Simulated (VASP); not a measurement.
Write the native input for VASP 6.6.1 that does the following.

```
Task                   : single point
Functional             : PBEsol
Potentials or basis    : VASP PAW PBE potentials, release 64 (Zr_sv, Si)
Cutoff                 : 520 eV
k mesh                 : 6 × 6 × 12
Occupations            : gaussian, width 0.15 eV
Spin                   : no spin polarisation
Dipole correction      : no
Further INCAR settings : ALGO = Fast; EDIFF = 1e-06; NBANDS = 55
```

The structure of Zr3Si2 lies in POSCAR:

```
Zr3Si2
1.0
    7.2775451573      0.0000000000      0.0000000000
    0.0000000000      7.0655778226      0.0000000000
    0.0000000000      0.0000000000      3.6444907344
Zr Si
6 4
Direct
    0.1744786440      0.6744786440      0.5000000000
    0.8255213560      0.3255213560      0.5000000000
    0.3255213560      0.1744786440      0.5000000000
    0.6744786440      0.8255213560      0.5000000000
    0.0000000000      0.0000000000      0.0000000000
    0.5000000000      0.5000000000      0.0000000000
    0.6223900172      0.1223900172      0.0000000000
    0.3776099828      0.8776099828      0.0000000000
    0.8776099828      0.6223900172      0.0000000000
    0.1223900172      0.3776099828      0.0000000000
```

This cell differs from its parent crystal: strain +0.0300 x Voigt [1, 0, 0, 0, 0, 0].

The input as run:

INCAR

```
  ALGO = Fast
  EDIFF = 1E-6
  ENCUT = 520
  GGA = PS
  ISIF = 2
  ISMEAR = 0
  LASPH = True
  LCHARG = True
  LELF = True
  LREAL = False
  LVHAR = True
  LWAVE = False
  NBANDS = 55
  NELM = 100
  PREC = Accurate
  SIGMA = 0.15
```

KPOINTS

```
k-points
0
Gamma
  6 6 12
```

Potentials or basis: VASP PAW PBE potentials, release 64 (Zr_sv, Si).

Run with:

```bash
$ cat potpaw_PBE.64/Zr_sv/POTCAR potpaw_PBE.64/Si/POTCAR > POTCAR
$ mpirun -np 1 vasp_std > vasp.out
```

Results of the run:

The pressure is -3.9 GPa and the largest force is 0.112 eV/Å. The band gap on the k mesh is zero (bands 44 and 45 overlap by 1.16 eV).

Caveat: the cell differs from its parent crystal (strain +0.0300 x Voigt [1, 0, 0, 0, 0, 0]); the stress differs along the axes, from -8 to -1 GPa; the PAW data sets were made with another functional, which shifts forces and pressure a little.

Wall time 49 min on 1 thread of Oxide Virtual Turin-like Processor, with other jobs on the host, peak memory 0.81 GiB.
